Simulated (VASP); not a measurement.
Runs of VASP 6.6.1 on ZnSnP2. The structure is that of space group I-42d (No. 122), or close to it. The cells are those of the table. 

```tsv
cell	gap on the mesh (eV)	pressure (GPa)	largest force (eV/Å)
a = 6.786 Å, angles 131.1, 131.1, 71.7°, 8 atoms	0.88	2.1	0.01
a = 6.555 Å, angles 131.9, 131.9, 70.3°, 8 atoms	0.88	(c)	0.40
a = 6.844 Å, angles 132.8, 132.8, 69.0°, 8 atoms	1.02	4.3	0.13
a = 6.671 Å, angles 132.8, 132.8, 68.9°, 8 atoms	0.84	(b)	0.35
a = 7.073 Å, angles 131.9, 131.9, 70.3°, 8 atoms	0.43	(a)	0.16
```

Alike in all rows: task single point; level PBEsol; potentials or basis VASP PAW PBE potentials, release 64 (Zn, Sn_d, P); no spin polarisation; k mesh 8 × 8 × 8; cutoff (eV) 500; smearing gaussian 0.05 eV.

Problem. Estimate the missing entries.

Solution. (a) -4.6; (b) 12.8; (c) 16.4.

Caveats: the PAW data sets were made with another functional, which shifts forces and pressure a little; spin-orbit coupling is left out, which moves the levels of the heavy elements; the cell stands under pressure (at least some runs); the cell stands under tension (at least some runs); semilocal functionals underestimate gaps, and a narrow one can read as zero (at least some runs).

A k mesh can miss the band edges, and the runs leave out spin-orbit coupling on Sn.
